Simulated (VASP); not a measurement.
**MgS: single point with LDA**

MgS:

```
Mg S
1.0
     0.00000    2.54496    2.54496
     2.54496    0.00000    2.54496
     2.54496    2.54496    0.00000
Mg S
1 1
Direct
  0.00000 0.00000 0.00000
  0.50000 0.50000 0.50000
```

```
Program                : VASP 6.6.1
Task                   : single point
Functional             : LDA
Potentials or basis    : VASP PAW LDA potentials, release 64 (Mg_sv, S)
Cutoff                 : 750 eV
k mesh                 : 8 × 8 × 8
Occupations            : gaussian, width 0.01 eV
Spin                   : no spin polarisation
Dipole correction      : no
Mended                 : yes
Further INCAR settings : ALGO = Normal; EDIFF = 1e-06; NBANDS = 15
```

```
Pressure               : 1.8 GPa
Band gap on the k mesh : 2.72 eV (least direct gap 4.05 eV)
```

Levels at points of the mesh, in eV from the valence-band top:
```tsv
k point	band 4	band 5	band 6	band 7	band 8	band 9	band 10	band 11	band 12	band 13
(0.00, 0.00, 0.00)	-41.24	-13.03	0.00	0.00	0.00	4.05	7.78	7.78	7.78	10.33
(0.50, 0.00, 0.00)	-41.24	-11.51	-5.27	-0.68	-0.68	4.47	6.82	6.82	10.59	12.33
(0.50, 0.50, 0.00)	-41.24	-11.09	-4.60	-1.86	-1.86	2.72	4.03	12.45	12.94	13.79
```

It took 16 s on 1 thread of Intel(R) Xeon(R) Platinum 8488C (Sapphire Rapids), on a shared host, peak memory 0.16 GiB.

A k mesh can miss the band edges.
